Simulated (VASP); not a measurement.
# ScSi2O3 (P6/mmm) in VASP: notebook, part 2 of 2

VASP 6.6.1. The steps go on from the part before.

### Step 3. Single point, PBE

This run uses another cell than the first one, of 11.80 Å³/atom.

INCAR reads:

```
  ALGO = Normal
  EDIFF = 1E-6
  ENCUT = 520
  GGA = PE
  ISIF = 2
  ISMEAR = 0
  LASPH = True
  LCHARG = True
  LELF = True
  LREAL = False
  LVHAR = True
  LWAVE = False
  NBANDS = 28
  NELM = 100
  PREC = Accurate
  SIGMA = 0.1
```

KPOINTS reads:

```
k-points
0
Gamma
  12 12 12
```

POSCAR reads:

```
ScSi2O3
1.0
    5.2413460148      0.0000000000      0.0000000000
   -2.6206730074      4.5391387989      0.0000000000
    0.0000000000      0.0000000000      2.9751672227
Sc Si O
1 2 3
Direct
    0.0000000000      0.0000000000      0.0000000000
    0.3333333333      0.6666666667      0.0000000000
    0.6666666667      0.3333333333      0.0000000000
    0.5000000000      0.0000000000      0.5000000000
    0.5000000000      0.5000000000      0.5000000000
    0.0000000000      0.5000000000      0.5000000000
```

Potentials or basis: VASP PAW PBE potentials, release 64 (Sc_sv, Si, O).

The run is started by

```bash
$ cat potpaw_PBE.64/Sc_sv/POTCAR potpaw_PBE.64/Si/POTCAR potpaw_PBE.64/O/POTCAR > POTCAR
$ mpirun -np 1 vasp_std > vasp.out
```

OUTCAR:

```text
EDIFF = 1E-6
   ENCUT = 520
   GGA = PE
   ISIF = 2
   ISMEAR = 0
   LASPH = True
   LREAL = False
   NELM = 100
   PREC = Accurate

 ion  position               nearest neighbor table
   1  0.000  0.000  0.000-   2 3.03   3 3.03   3 3.03   2 3.03   3 3.03   2 3.03
   2  0.333  0.667  0.000-   6 2.12   6 2.12   4 2.12   4 2.12   5 2.12   5 2.12   1 3.03   3 3.03
                             3 3.03   1 3.03   1 3.03   3 3.03
   3  0.667  0.333  0.000-   6 2.12   6 2.12   4 2.12   4 2.12   5 2.12   5 2.12   2 3.03   1 3.03
                             2 3.03   1 3.03   1 3.03   2 3.03
   4  0.500  0.000  0.500-   2 2.12   3 2.12   2 2.12   3 2.12
   5  0.500  0.500  0.500-   2 2.12   3 2.12   2 2.12   3 2.12
   6  0.000  0.500  0.500-   2 2.12   3 2.12   2 2.12   3 2.12

  LATTYP: Found a hexagonal cell.
 ALAT       =     5.2413460148
 C/A-ratio  =     0.5676341944

  Lattice vectors:

 A1 = (   5.2413460148,   0.0000000000,   0.0000000000)
 A2 = (  -2.6206730074,   4.5391387989,   0.0000000000)
 A3 = (   0.0000000000,   0.0000000000,   2.9751672227)

Analysis of symmetry for initial positions (statically):
=====================================================================
 Subroutine PRICEL returns:
 Original cell was already a primitive cell.

 Routine SETGRP: Setting up the symmetry group for a
 hexagonal supercell.

 Subroutine GETGRP returns: Found 24 space group operations
 (whereof 24 operations were pure point group operations)
 out of a pool of 24 trial point group operations.

The static configuration has the point symmetry D_6h.

Analysis of symmetry for dynamics (positions and initial velocities):
=====================================================================
 Subroutine PRICEL returns:
 Original cell was already a primitive cell.

 Routine SETGRP: Setting up the symmetry group for a
 hexagonal supercell.

 Subroutine GETGRP returns: Found 24 space group operations
 (whereof 24 operations were pure point group operations)
 out of a pool of 24 trial point group operations.

The dynamic configuration has the point symmetry D_6h.

 Subroutine INISYM returns: Found 24 space group operations
 (whereof 24 operations are pure point group operations),
 and found     1 'primitive' translations

----------------------------------------------------------------------------------------

                                     Primitive cell

  volume of cell :      70.7828

  direct lattice vectors                    reciprocal lattice vectors
     5.241346015  0.000000000  0.000000000     0.190790686  0.110153054  0.000000000
    -2.620673007  4.539138799  0.000000000     0.000000000  0.220306107  0.000000000
     0.000000000  0.000000000  2.975167223     0.000000000  0.000000000  0.336115561

  length of vectors
     5.241346015  5.241346015  2.975167223     0.220306107  0.220306107  0.336115561

  position of ions in fractional coordinates (direct lattice)
     0.000000000  0.000000000  0.000000000
     0.333333333  0.666666667  0.000000000
     0.666666667  0.333333333  0.000000000
     0.500000000  0.000000000  0.500000000
     0.500000000  0.500000000  0.500000000
     1.000000000  0.500000000  0.500000000

  ion indices of the primitive-cell ions
[... 37 lines left out ...]
  0.083333  0.000000  0.000000      6.000000
  0.166667  0.000000  0.000000      6.000000
  0.250000  0.000000  0.000000      6.000000
  0.333333  0.000000  0.000000      6.000000
  0.416667  0.000000  0.000000      6.000000
[... 16 lines left out ...]
  0.250000  0.000000  0.083333     12.000000
  0.333333  0.000000  0.083333     12.000000
 [... further k-points ...]
   k-points           NKPTS =    133   k-points in BZ     NKDIM =    133   number of bands    NBANDS=     28
   number of dos      NEDOS =    301   number of ions     NIONS =      6
   total plane-waves  NPLWV =  38400
   dimension x,y,z NGX =    40 NGY =   40 NGZ =   24
   dimension x,y,z NGXF=    80 NGYF=   80 NGZF=   48
   ions per type =               1   2   3
   NGX,Y,Z   is equivalent  to a cutoff of  12.69, 12.69, 13.41 a.u.
   NGXF,Y,Z  is equivalent  to a cutoff of  25.37, 25.37, 26.82 a.u.
 SYSTEM =  unknown system
   PREC   = accura    normal or accurate (medium, high low for compatibility)
   ISTART =      0    job   : 0-new  1-cont  2-samecut
   ICHARG =      2    charge: 1-file 2-atom 10-const
   ISPIN  =      1    spin polarized calculation?
   LNONCOLLINEAR =      F non collinear calculations
   LSORBIT =      F    spin-orbit coupling
   LASPH  =      T    aspherical Exc in radial PAW
   ENCUT  =  520.0 eV  38.22 Ry    6.18 a.u.   9.75  9.75  5.53*2*pi/ulx,y,z
   NELM   =    100;   NELMIN=  2; NELMDL= -5     # of ELM steps
   EDIFF  = 0.1E-05   stopping-criterion for ELM
   LREAL  =      F    real-space projection
   EDIFFG = 0.1E-04   stopping-criterion for IOM
   NSW    =      0    number of steps for IOM
   IBRION =     -1    ionic relax: 0-MD 1-quasi-New 2-CG
   NFREE  =      0    steps in history (QN), initial steepest desc. (CG)
   ISIF   =      2    stress and relaxation
   ISYM   =      2    0-nonsym 1-usesym 2-fastsym
   POTIM  = 0.5000    time-step for ionic-motion
   TEBEG  =    0.0;   TEEND  =   0.0 temperature during run
   PSTRESS=    0.0 pullay stress
   NELECT =      37.0000    total number of electrons
   NUPDOWN=      -1.0000    fix difference up-down
   EMIN   =  10.00;   EMAX   =-10.00  energy-range for DOS
   EFERMI =   0.00;   METHOD = LEGACY
   ISMEAR =     0;   SIGMA  =   0.10  broadening in eV -4-tet -1-fermi 0-gaus
   EFERMI_NEDOS =   21; number of points for ismear=-14 and -15
   IALGO  =     38    algorithm
   IMIX   =      4    mixing-type and parameters
     AMIX     =   0.40;   BMIX     =  1.00
     AMIX_MAG =   1.60;   BMIX_MAG =  1.00
  volume/ion in A,a.u.               =      11.80        79.61
  Fermi-wavevector in a.u.,A,eV,Ry     =   1.318761  2.492097 23.662317  1.739131
  Thomas-Fermi vector in A             =   2.448708
   LORBIT       =      0    0 simple, 1 ext, 2 COOP (PROOUT), +10 PAW based schemes
   GGA     = PE    functional components
   LHFCALC =     F    Hartree Fock is set to
   AEXX    =    0.0000 exact exchange contribution
   IVDW    =     0    specifies the selected vdW correction
   LEPSILON=     F    determine dielectric tensor
   LRPA    =     F    only Hartree local field effects (RPA)
 non-spin polarized calculation
 Gauss-broadening in eV      SIGMA  =   0.10
  energy-cutoff  :      520.00
  volume of cell :       70.78
 maximum number of plane-waves:      1942
 NGX is ok and might be reduce to    40
   NGX = 19   NGY = 19   NGZ = 11

 number of electron      36.9999990 magnetization

 Free energy of the ion-electron system (eV)
  ---------------------------------------------------
  ext. energy  EPLUGINS =         0.00000000
  ---------------------------------------------------
  free energy    TOTEN  =       -35.56101845 eV

  energy without entropy =      -35.54887974  energy(sigma->0) =      -35.55494909

 E-fermi :   8.0110     XC(G=0): -11.1860

 val. band max:        8.0041756866   @ k =   0.3333   0.0000   0.5000
 cond. band min:       8.0184935328   @ k =   0.1667   0.0000   0.3333
 fundamental gap:      0.0143178461
 Fermi energy:         8.0110451782

 k-point     1 :       0.0000    0.0000    0.0000
  band No.  band energies     occupation
      1     -42.2531      2.00000
      2     -20.9720      2.00000
      3     -20.9720      2.00000
      4     -20.5666      2.00000
      5     -13.6420      2.00000
      6     -11.8144      2.00000
[... 733 lines left out ...]
     27      13.5945      0.00000
     28      13.8017      0.00000

 [... further k-points ...]

------------------------ aborting loop because EDIFF is reached ----------------------------------------

  FORCE on cell =-STRESS in cart. coord.  units (eV):
  Direction    XX          YY          ZZ          XY          YZ          ZX
  --------------------------------------------------------------------------------------
  -------------------------------------------------------------------------------------
  Total        0.0134159      0.0134159      0.0661156      0.0000000      0.0000000      0.0000000
  in kB        0.3036706      0.3036706      1.4965344      0.0000000      0.0000000      0.0000000
  external PRESSURE =       0.7012919 kB  Pullay stress =       0.0000000 kB

 VOLUME and BASIS-vectors are now :
 -----------------------------------------------------------------------------
  energy-cutoff  :      520.00
  volume of cell :       70.78
      direct lattice vectors                 reciprocal lattice vectors
     5.241346015  0.000000000  0.000000000     0.190790686  0.110153054  0.000000000
    -2.620673007  4.539138799  0.000000000     0.000000000  0.220306107  0.000000000
     0.000000000  0.000000000  2.975167223     0.000000000  0.000000000  0.336115561

 POSITION                                       TOTAL-FORCE (eV/Angst)
 -----------------------------------------------------------------------------------
      0.00000      0.00000      0.00000         0.000000      0.000000     -0.000000
     -0.00000      3.02609      0.00000         0.000000     -0.000000     -0.000000
      2.62067      1.51305      0.00000         0.000000     -0.000000      0.000000
      2.62067      0.00000      1.48758        -0.000000      0.000000     -0.000000
      1.31034      2.26957      1.48758        -0.000000      0.000000     -0.000000
     -1.31034      2.26957      1.48758         0.000000      0.000000     -0.000000
 -----------------------------------------------------------------------------------
    total drift:                               -0.000000      0.000000     -0.000000

  FREE ENERGIE OF THE ION-ELECTRON SYSTEM (eV)
  ---------------------------------------------------
  free  energy   TOTEN  =       -35.5610184483 eV

  energy  without entropy=      -35.5488797383  energy(sigma->0) =      -35.55494909
```

Wall time 6.2 min (1 thread of Intel Xeon 8259CL, shared host); peak memory 0.36 GiB.

Results:

| Item | Value |
| --- | --- |
| Free energy | -35.5610 eV |
| Pressure | 0.1 GPa |
| Band gap on the k mesh | zero (an odd number of electrons rules out a gap without spin polarisation) |

Stress tensor (GPa, compression positive):
```
0.03 0.00 0.00
0.00 0.03 0.00
0.00 0.00 0.15
```

Levels at points of the mesh, in eV from the Fermi level:
```csv
k point,band 16,band 17,band 18,band 19,band 20,band 21,band 22,band 23
"(0.00, 0.00, 0.00)",-3.83,-3.37,-1.47,-0.97,-0.97,2.05,2.16,2.40
"(0.50, 0.00, 0.00)",-3.73,-2.71,-1.68,-0.89,1.03,1.21,1.50,2.48
"(0.00, 0.00, 0.50)",-3.54,-3.08,0.36,0.36,1.23,1.23,1.33,1.33
"(0.50, 0.00, 0.50)",-3.29,-2.68,-0.09,-0.02,0.05,0.26,1.08,1.98
```

Caveat: an odd number of electrons without spin polarisation forces a metal; a magnetic or distorted state may lie lower.
